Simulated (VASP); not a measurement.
Runs of VASP 6.6.1 on MgO. The structure is that of space group Pm-3m (No. 221), or close to it. The cells are those of the table. 

```csv
level,cell,gap on the mesh (eV),pressure (GPa)
r2SCAN,"a = 2.649 Å, 2 atoms",(a),-5.5
PBE,"a = 2.712 Å, 2 atoms",1.76,-7.8
r2SCAN,"a = 2.597 Å, 2 atoms",(b),3.9
r2SCAN,"a = 2.570 Å, 2 atoms",4.08,9.8
PBE,"a = 2.686 Å, 2 atoms",(c),-4.6
```

Alike in all rows: task single point; potentials or basis VASP PAW PBE potentials, release 64 (Mg, O); no spin polarisation; k mesh 8 × 8 × 8; cutoff (eV) 520; smearing gaussian 0.01 eV.

Problem. Fill in the values left out.

Solution. (a) 3.17; (b) 3.75; (c) 2.00.

Caveats: the PAW data sets were made with another functional, which shifts forces and pressure a little (some runs).

A k mesh can miss the band edges.
